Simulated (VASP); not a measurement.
Runs of VASP 6.6.1 on Li2IF. The structure is that of space group R-3m (No. 166), or close to it. The cells are those of the table. 

```csv
cell,gap on the mesh (eV),largest force (eV/Å)
"a = 6.125 Å, angles 35.9°, 4 atoms",2.02,0.01
"a = 5.914 Å, angles 35.9°, 4 atoms",(b),(a)
"a = 6.323 Å, angles 35.9°, 4 atoms",2.09,0.12
"a = 6.226 Å, angles 35.9°, 4 atoms",2.06,0.07
"a = 6.022 Å, angles 35.9°, 4 atoms",1.97,0.06
```

Alike in all rows: task single point; level PBE; potentials or basis VASP PAW PBE potentials, release 64 (F, I, Li_sv); no spin polarisation; k mesh 4 × 4 × 4; cutoff (eV) 520; smearing gaussian 0.01 eV.

Problem. Estimate the missing entries.

Solution. (a) 0.14; (b) 1.90.

Caveats: all runs use coarse meshes; spin-orbit coupling is left out, which moves the levels of the heavy elements.

A k mesh can miss the band edges, and the runs leave out spin-orbit coupling on I.
